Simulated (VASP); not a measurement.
Input of a VASP 6.6.1 run:

INCAR

```
PREC     = Accurate       # precision mode
ENCUT    = 520            # plane-wave cutoff, eV
EDIFF    = 1E-7           # SCF threshold, eV
ISMEAR   = 0              # smearing method
SIGMA    = 0.1            # smearing width, eV
LREAL    = F              # projectors in reciprocal space
LASPH    = T              # aspherical terms in the spheres
NELM     = 150            # most SCF steps
ALGO     = Normal         # electronic algorithm
ISIF     = 2              # what is computed and relaxed
LWAVE    = F              # write WAVECAR
LCHARG   = T              # write CHGCAR
ISPIN    = 2              # spin polarisation
MAGMOM   = 1.79 1.79 1.79 1.79 1.79 1.79 1.79 1.79 1.79 1.79 1.79 1.79 # initial moments
LORBIT   = 11             # projections on sites
LMAXMIX  = 4              # l up to which the mixer works
LDIPOL   = T            
IDIPOL   = 3            
DIPOL    = 0.5 0.5 0.500
GGA      = PS             # functional
LVHAR    = T            
LVACPOTAV= T            
NBANDS   = 70             # bands
KPAR     = 4
```

KPOINTS

```
regular mesh
0
Gamma
  14 9 1
```

The input POSCAR:

```
Co
1.0
    2.4558543123      0.0000000000      0.0000000000
    0.0000000000      3.9681248363      0.0000000000
    0.0000000000      0.0000000000     26.3431051864
Co
12
Direct
    0.0000000000      0.7500000000      0.2847044776
    0.5000000000      0.2500000000      0.3116164179
    0.5000000000      0.7500000000      0.3654402985
    0.0000000000      0.2500000000      0.3923522388
    0.0000000000      0.7500000000      0.4461761194
    0.5000000000      0.2500000000      0.4730880597
    0.5000000000      0.7500000000      0.5269119403
    0.0000000000      0.2500000000      0.5538238806
    0.0000000000      0.7500000000      0.6076477612
    0.5000000000      0.2500000000      0.6345597015
    0.5000000000      0.7500000000      0.6883835821
    0.0000000000      0.2500000000      0.7152955224
```

Potentials or basis: VASP PAW PBE potentials, release 64 (Co).

Command:

```sh
$ cat potpaw_PBE.64/Co/POTCAR > POTCAR
$ mpirun -np 4 vasp_std > vasp.out
```

(1) Estimate the largest force.

(2) Estimate the net moment.

(3) What does it give for the site moments?

Results:

(1) 0.552 eV/Å.

(2) 19.39 μB per cell.

(3) Co +1.78, +1.64, +1.61, +1.58, +1.55, +1.56 (each value once) μB.

Caveat: the PAW data sets were made with another functional, which shifts forces and pressure a little.
